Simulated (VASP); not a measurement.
# CaB6 (Pm-3m) in VASP: further runs

The runs below take CaB6 through single point, with PBE.

Program: VASP 6.6.1. These are calculated values, not measurements. Logs are shortened: lines on timing, memory, paths and dates and some standing lists are left out, and cuts for length are marked.

## Step 1: The cell of the first run

The structure is cubic, space group Pm-3m (No. 221). Conventional cell: a = 4.148 Å, b = 4.148 Å, c = 4.148 Å, α = 90.00°, β = 90.00°, γ = 90.00°. Within 4.0 Å of Ca (site symmetry m-3m) lie 24 B at 3.05 Å. Within 2.2 Å of B (site symmetry 4mm) lie 5 B at 1.67 to 1.75 Å.

## Step 2: Single point, PBE

INCAR reads:

```
PREC = Accurate
ENCUT = 520
EDIFF = 1E-6
ISMEAR = 0
SIGMA = 0.01
LREAL = F
LASPH = T
NELM = 80
ALGO = Normal
ISIF = 2
LWAVE = F
LCHARG = F
GGA = PE
NBANDS = 23
```

KPOINTS reads:

```
Automatic mesh
0
Gamma
  8 8 8
```

POSCAR reads:

```
CaB6
1.0
    4.1478741173      0.0000000000      0.0000000000
    0.0000000000      4.1478741173      0.0000000000
    0.0000000000      0.0000000000      4.1478741173
Ca B
1 6
Direct
    0.5000000000      0.5000000000      0.5000000000
    0.0000000000      0.0000000000      0.2982087457
    0.0000000000      0.0000000000      0.7017912543
    0.2982087457      0.0000000000      0.0000000000
    0.7017912543      0.0000000000      0.0000000000
    0.0000000000      0.2982087457      0.0000000000
    0.0000000000      0.7017912543      0.0000000000
```

Potentials or basis: VASP PAW PBE potentials, release 64 (Ca_sv, B).

Command:

```sh
$ cat potpaw_PBE.64/Ca_sv/POTCAR potpaw_PBE.64/B/POTCAR > POTCAR
$ mpirun -np 1 vasp_std > vasp.out
```

OUTCAR:

```text
PREC = Accurate
   ENCUT = 520
   EDIFF = 1E-6
   ISMEAR = 0
   LREAL = F
   LASPH = T
   NELM = 80
   ISIF = 2
   GGA = PE

 ion  position               nearest neighbor table
   1  0.500  0.500  0.500-
   2  0.000  0.000  0.298-   3 1.67   4 1.75   5 1.75   6 1.75   7 1.75
   3  0.000  0.000  0.702-   2 1.67   4 1.75   5 1.75   6 1.75   7 1.75
   4  0.298  0.000  0.000-   5 1.67   3 1.75   2 1.75   6 1.75   7 1.75
   5  0.702  0.000  0.000-   4 1.67   3 1.75   2 1.75   6 1.75   7 1.75
   6  0.000  0.298  0.000-   7 1.67   3 1.75   4 1.75   5 1.75   2 1.75
   7  0.000  0.702  0.000-   6 1.67   3 1.75   4 1.75   5 1.75   2 1.75

  LATTYP: Found a simple cubic cell.
 ALAT       =     4.1478741173

  Lattice vectors:

 A1 = (   4.1478741173,   0.0000000000,   0.0000000000)
 A2 = (   0.0000000000,   4.1478741173,   0.0000000000)
 A3 = (   0.0000000000,   0.0000000000,   4.1478741173)

Analysis of symmetry for initial positions (statically):
=====================================================================
 Subroutine PRICEL returns:
 Original cell was already a primitive cell.

 Routine SETGRP: Setting up the symmetry group for a
 simple cubic supercell.

 Subroutine GETGRP returns: Found 48 space group operations
 (whereof 48 operations were pure point group operations)
 out of a pool of 48 trial point group operations.

The static configuration has the point symmetry O_h .

Analysis of symmetry for dynamics (positions and initial velocities):
=====================================================================
 Subroutine PRICEL returns:
 Original cell was already a primitive cell.

 Routine SETGRP: Setting up the symmetry group for a
 simple cubic supercell.

 Subroutine GETGRP returns: Found 48 space group operations
 (whereof 48 operations were pure point group operations)
 out of a pool of 48 trial point group operations.

The dynamic configuration has the point symmetry O_h .

 Subroutine INISYM returns: Found 48 space group operations
 (whereof 48 operations are pure point group operations),
 and found     1 'primitive' translations

----------------------------------------------------------------------------------------

                                     Primitive cell

  volume of cell :      71.3636

  direct lattice vectors                    reciprocal lattice vectors
     4.147874117  0.000000000  0.000000000     0.241087355  0.000000000  0.000000000
     0.000000000  4.147874117  0.000000000     0.000000000  0.241087355  0.000000000
[... 102 lines left out ...]
   ISYM   =      2    0-nonsym 1-usesym 2-fastsym
   POTIM  = 0.5000    time-step for ionic-motion
   TEBEG  =    0.0;   TEEND  =   0.0 temperature during run
   PSTRESS=    0.0 pullay stress
   NELECT =      28.0000    total number of electrons
   NUPDOWN=      -1.0000    fix difference up-down
   EMIN   =  10.00;   EMAX   =-10.00  energy-range for DOS
   EFERMI =   0.00;   METHOD = LEGACY
   ISMEAR =     0;   SIGMA  =   0.01  broadening in eV -4-tet -1-fermi 0-gaus
   EFERMI_NEDOS =   21; number of points for ismear=-14 and -15
   IALGO  =     38    algorithm
   IMIX   =      4    mixing-type and parameters
     AMIX     =   0.40;   BMIX     =  1.00
     AMIX_MAG =   1.60;   BMIX_MAG =  1.00
  volume/ion in A,a.u.               =      10.19        68.80
  Fermi-wavevector in a.u.,A,eV,Ry     =   1.198492  2.264822 19.543190  1.436384
  Thomas-Fermi vector in A             =   2.334380
   LORBIT       =      0    0 simple, 1 ext, 2 COOP (PROOUT), +10 PAW based schemes
   GGA     = PE    functional components
   LHFCALC =     F    Hartree Fock is set to
   AEXX    =    0.0000 exact exchange contribution
   IVDW    =     0    specifies the selected vdW correction
   LEPSILON=     F    determine dielectric tensor
   LRPA    =     F    only Hartree local field effects (RPA)
 non-spin polarized calculation
 Gauss-broadening in eV      SIGMA  =   0.01
  energy-cutoff  :      520.00
  volume of cell :       71.36
 maximum number of plane-waves:      1937
 NGX is ok and might be reduce to    32
   NGX = 15   NGY = 15   NGZ = 15

 number of electron      28.0000006 magnetization

 Free energy of the ion-electron system (eV)
  ---------------------------------------------------
  ext. energy  EPLUGINS =         0.00000000
  ---------------------------------------------------
  free energy    TOTEN  =       -45.01659476 eV

  energy without entropy =      -45.01659475  energy(sigma->0) =      -45.01659475

 E-fermi :   4.6814     XC(G=0): -10.5643

 val. band max:        4.6480302391   @ k =   0.3750   0.0000   0.0000
 cond. band min:       4.7137195152   @ k =   0.5000   0.0000   0.0000
 fundamental gap:      0.0656892761
 Fermi energy:         4.6813812600

 k-point     1 :       0.0000    0.0000    0.0000
  band No.  band energies     occupation
      1     -36.5283      2.00000
      2     -17.5119      2.00000
      3     -17.5119      2.00000
      4     -17.5119      2.00000
      5      -9.7855      2.00000
      6      -2.2139      2.00000
[... 613 lines left out ...]
     22      11.5102      0.00000
     23      12.5384      0.00000

 [... further k-points ...]

------------------------ aborting loop because EDIFF is reached ----------------------------------------

  FORCE on cell =-STRESS in cart. coord.  units (eV):
  Direction    XX          YY          ZZ          XY          YZ          ZX
  --------------------------------------------------------------------------------------
  -------------------------------------------------------------------------------------
  Total        0.0472763      0.0472763      0.0472763     -0.0000000     -0.0000000      0.0000000
  in kB        1.0613965      1.0613965      1.0613965     -0.0000000     -0.0000000      0.0000000
  external PRESSURE =       1.0613965 kB  Pullay stress =       0.0000000 kB

 VOLUME and BASIS-vectors are now :
 -----------------------------------------------------------------------------
  energy-cutoff  :      520.00
  volume of cell :       71.36
      direct lattice vectors                 reciprocal lattice vectors
     4.147874117  0.000000000  0.000000000     0.241087355  0.000000000  0.000000000
     0.000000000  4.147874117  0.000000000     0.000000000  0.241087355  0.000000000
     0.000000000  0.000000000  4.147874117     0.000000000  0.000000000  0.241087355

 POSITION                                       TOTAL-FORCE (eV/Angst)
 -----------------------------------------------------------------------------------
      2.07394      2.07394      2.07394         0.000000      0.000000     -0.000000
      0.00000      0.00000      1.23693         0.000000      0.000000      0.014746
      0.00000      0.00000      2.91094         0.000000     -0.000000     -0.014746
      1.23693      0.00000      0.00000         0.014746      0.000000     -0.000000
      2.91094      0.00000      0.00000        -0.014746     -0.000000     -0.000000
      0.00000      1.23693      0.00000         0.000000      0.014746     -0.000000
      0.00000      2.91094      0.00000         0.000000     -0.014746     -0.000000
 -----------------------------------------------------------------------------------
    total drift:                                0.000000      0.000000     -0.000000

  FREE ENERGIE OF THE ION-ELECTRON SYSTEM (eV)
  ---------------------------------------------------
  free  energy   TOTEN  =       -45.0165947555 eV

  energy  without entropy=      -45.0165947536  energy(sigma->0) =      -45.01659475
```

OSZICAR:

```text
N       E                     dE             d eps       ncg     rms          rms(c)
DAV:   1     0.146554167957E+03    0.14655E+03   -0.13237E+04  1610   0.114E+03
DAV:   2    -0.414687252268E+02   -0.18802E+03   -0.18002E+03  2048   0.283E+02
DAV:   3    -0.500532828685E+02   -0.85846E+01   -0.85368E+01  2751   0.536E+01
DAV:   4    -0.501949745080E+02   -0.14169E+00   -0.14147E+00  2269   0.580E+00
DAV:   5    -0.501988195773E+02   -0.38451E-02   -0.38449E-02  2383   0.736E-01    0.101E+01
DAV:   6    -0.458096495550E+02    0.43892E+01   -0.53243E+00  2076   0.114E+01    0.523E+00
DAV:   7    -0.450341032615E+02    0.77555E+00   -0.43169E+00  2077   0.887E+00    0.150E+00
DAV:   8    -0.450739160871E+02   -0.39813E-01   -0.99360E-01  1940   0.523E+00    0.975E-01
DAV:   9    -0.450180223612E+02    0.55894E-01   -0.12789E-01  1993   0.181E+00    0.225E-01
DAV:  10    -0.450163938794E+02    0.16285E-02   -0.31883E-02  2024   0.828E-01    0.137E-01
DAV:  11    -0.450165751884E+02   -0.18131E-03   -0.42650E-03  1940   0.347E-01    0.435E-02
DAV:  12    -0.450166435593E+02   -0.68371E-04   -0.17735E-04  2026   0.747E-02    0.311E-02
DAV:  13    -0.450165943382E+02    0.49221E-04   -0.19532E-04  2006   0.708E-02    0.516E-03
DAV:  14    -0.450165944276E+02   -0.89426E-07   -0.13167E-05  2101   0.193E-02    0.232E-03
DAV:  15    -0.450165947555E+02   -0.32789E-06   -0.74604E-07  1481   0.443E-03
   1 F= -.45016595E+02 E0= -.45016595E+02  d E =-.192624E-08
```

Wall time 23 s (1 thread of Intel Xeon 6975P-C (Granite Rapids), shared host); peak memory 0.19 GiB.

What came out:

* Free energy: -45.0166 eV
* Pressure: 0.1 GPa
* Largest force: 0.015 eV/Å
* Band gap on the k mesh: 0.07 eV, indirect (least direct gap 0.14 eV)

Forces on the atoms (eV/Å):
```
Ca   0.000  0.000  0.000
B    0.000  0.000  0.015
B    0.000  0.000 -0.015
B    0.015  0.000  0.000
B   -0.015  0.000  0.000
B    0.000  0.015  0.000
B    0.000 -0.015  0.000
```

## Step 3: Single point, PBE

INCAR reads:

```
PREC = Accurate
ENCUT = 520
EDIFF = 1E-6
ISMEAR = 0
SIGMA = 0.01
LREAL = False
LASPH = True
NELM = 80
ALGO = Normal
ISIF = 2
LWAVE = False
LCHARG = False
GGA = PE
NBANDS = 23
```

KPOINTS reads:

```
regular mesh
0
Gamma
  8 8 8
```

POSCAR reads:

```
CaB6
1.0
    4.1479177234      0.0000000000      0.0000000000
    0.0000000000      4.1479177234      0.0000000000
    0.0000000000      0.0000000000      4.1479177234
Ca B
1 6
Direct
    0.0000000000      0.0000000000      0.0000000000
    0.2017760847      0.5000000000      0.5000000000
    0.5000000000      0.2017760847      0.5000000000
    0.7982239153      0.5000000000      0.5000000000
    0.5000000000      0.7982239153      0.5000000000
    0.5000000000      0.5000000000      0.2017760847
    0.5000000000      0.5000000000      0.7982239153
```

Potentials or basis: VASP PAW PBE potentials, release 64 (Ca_sv, B).

Command:

```sh
$ cat potpaw_PBE.64/Ca_sv/POTCAR potpaw_PBE.64/B/POTCAR > POTCAR
$ mpirun -np 1 vasp_std > vasp.out
```

OUTCAR:

```text
PREC = Accurate
   ENCUT = 520
   EDIFF = 1E-6
   ISMEAR = 0
   LREAL = False
   LASPH = True
   NELM = 80
   ISIF = 2
   GGA = PE

 ion  position               nearest neighbor table
   1  0.000  0.000  0.000-
   2  0.202  0.500  0.500-   4 1.67   3 1.75   5 1.75   6 1.75   7 1.75
   3  0.500  0.202  0.500-   5 1.67   4 1.75   2 1.75   6 1.75   7 1.75
   4  0.798  0.500  0.500-   2 1.67   3 1.75   5 1.75   6 1.75   7 1.75
   5  0.500  0.798  0.500-   3 1.67   2 1.75   4 1.75   6 1.75   7 1.75
   6  0.500  0.500  0.202-   7 1.67   3 1.75   4 1.75   5 1.75   2 1.75
   7  0.500  0.500  0.798-   6 1.67   3 1.75   4 1.75   5 1.75   2 1.75

  LATTYP: Found a simple cubic cell.
 ALAT       =     4.1479177234

  Lattice vectors:

 A1 = (   4.1479177234,   0.0000000000,   0.0000000000)
 A2 = (   0.0000000000,   4.1479177234,   0.0000000000)
 A3 = (   0.0000000000,   0.0000000000,   4.1479177234)

Analysis of symmetry for initial positions (statically):
=====================================================================
 Subroutine PRICEL returns:
 Original cell was already a primitive cell.

 Routine SETGRP: Setting up the symmetry group for a
 simple cubic supercell.

 Subroutine GETGRP returns: Found 48 space group operations
 (whereof 48 operations were pure point group operations)
 out of a pool of 48 trial point group operations.

The static configuration has the point symmetry O_h .

Analysis of symmetry for dynamics (positions and initial velocities):
=====================================================================
 Subroutine PRICEL returns:
 Original cell was already a primitive cell.

 Routine SETGRP: Setting up the symmetry group for a
 simple cubic supercell.

 Subroutine GETGRP returns: Found 48 space group operations
 (whereof 48 operations were pure point group operations)
 out of a pool of 48 trial point group operations.

The dynamic configuration has the point symmetry O_h .

 Subroutine INISYM returns: Found 48 space group operations
[... 132 lines left out ...]
   GGA     = PE    functional components
   LHFCALC =     F    Hartree Fock is set to
   AEXX    =    0.0000 exact exchange contribution
   IVDW    =     0    specifies the selected vdW correction
   LEPSILON=     F    determine dielectric tensor
   LRPA    =     F    only Hartree local field effects (RPA)
 non-spin polarized calculation
 Gauss-broadening in eV      SIGMA  =   0.01
  energy-cutoff  :      520.00
  volume of cell :       71.37
 maximum number of plane-waves:      1937
 NGX is ok and might be reduce to    32
   NGX = 15   NGY = 15   NGZ = 15

 number of electron      28.0000006 magnetization

 Free energy of the ion-electron system (eV)
  ---------------------------------------------------
  ext. energy  EPLUGINS =         0.00000000
  ---------------------------------------------------
  free energy    TOTEN  =       -45.01660102 eV

  energy without entropy =      -45.01660101  energy(sigma->0) =      -45.01660101

 E-fermi :   4.6819     XC(G=0): -10.5642

 val. band max:        4.6485454806   @ k =   0.3750   0.0000   0.0000
 cond. band min:       4.7142507035   @ k =   0.5000   0.0000   0.0000
 fundamental gap:      0.0657052228
 Fermi energy:         4.6819062601

 k-point     1 :       0.0000    0.0000    0.0000
  band No.  band energies     occupation
      1     -36.5285      2.00000
      2     -17.5120      2.00000
      3     -17.5120      2.00000
      4     -17.5120      2.00000
      5      -9.7846      2.00000
      6      -2.2136      2.00000
[... 613 lines left out ...]
     22      11.5100      0.00000
     23      12.5389      0.00000

 [... further k-points ...]

------------------------ aborting loop because EDIFF is reached ----------------------------------------

  FORCE on cell =-STRESS in cart. coord.  units (eV):
  Direction    XX          YY          ZZ          XY          YZ          ZX
  --------------------------------------------------------------------------------------
  -------------------------------------------------------------------------------------
  Total        0.0431384      0.0431384      0.0431384      0.0000000      0.0000000     -0.0000000
  in kB        0.9684660      0.9684660      0.9684660      0.0000000      0.0000000     -0.0000000
  external PRESSURE =       0.9684660 kB  Pullay stress =       0.0000000 kB

 VOLUME and BASIS-vectors are now :
 -----------------------------------------------------------------------------
  energy-cutoff  :      520.00
  volume of cell :       71.37
      direct lattice vectors                 reciprocal lattice vectors
     4.147917723  0.000000000  0.000000000     0.241084821  0.000000000  0.000000000
     0.000000000  4.147917723  0.000000000     0.000000000  0.241084821  0.000000000
     0.000000000  0.000000000  4.147917723     0.000000000  0.000000000  0.241084821

 POSITION                                       TOTAL-FORCE (eV/Angst)
 -----------------------------------------------------------------------------------
      0.00000      0.00000      0.00000         0.000000     -0.000000      0.000000
      0.83695      2.07396      2.07396        -0.010527      0.000000     -0.000000
      2.07396      0.83695      2.07396         0.000000     -0.010527     -0.000000
      3.31097      2.07396      2.07396         0.010527     -0.000000     -0.000000
      2.07396      3.31097      2.07396        -0.000000      0.010527      0.000000
      2.07396      2.07396      0.83695         0.000000      0.000000     -0.010527
      2.07396      2.07396      3.31097        -0.000000     -0.000000      0.010527
 -----------------------------------------------------------------------------------
    total drift:                                0.000000     -0.000000     -0.000000

  FREE ENERGIE OF THE ION-ELECTRON SYSTEM (eV)
  ---------------------------------------------------
  free  energy   TOTEN  =       -45.0166010152 eV

  energy  without entropy=      -45.0166010133  energy(sigma->0) =      -45.01660101
```

stdout:

```text
POSCAR found type information on POSCAR CaB
 POSCAR found :  2 types and       7 ions
 scaLAPACK will be used
 LDA part: xc-table for (Slater+PW92), standard interpolation
 POSCAR, INCAR and KPOINTS ok, starting setup
 FFT: planning ... GRIDC
 FFT: planning ... GRID_SOFT
 FFT: planning ... GRID
 WAVECAR not read
 entering main loop
```

Run time: 25 s. Hardware: 1 thread of Intel Xeon 6975P-C (Granite Rapids), shared host; peak memory 0.2 GiB.

Results:

```
Free energy            : -45.0166 eV
Pressure               : 0.1 GPa
Largest force          : 0.011 eV/Å
Band gap on the k mesh : 0.07 eV, indirect (least direct gap 0.15 eV)
```

Forces on the atoms (eV/Å):
```
Ca   0.000  0.000  0.000
B   -0.011  0.000  0.000
B    0.000 -0.011  0.000
B    0.011  0.000  0.000
B    0.000  0.011  0.000
B    0.000  0.000 -0.011
B    0.000  0.000  0.011
```

Levels at points of the mesh, in eV from the valence-band top:
```tsv
k point	band 12	band 13	band 14	band 15	band 16	band 17
(0.00, 0.00, 0.00)	-0.32	-0.32	-0.32	2.83	2.83	2.83
(0.50, 0.00, 0.00)	-2.38	-1.78	-0.08	0.07	3.19	3.19
(0.50, 0.50, 0.00)	-2.69	-1.47	-1.47	3.07	3.07	4.04
(0.50, 0.50, 0.50)	-1.08	-1.08	-1.08	4.24	4.72	4.72
```

A k mesh can miss the band edges.
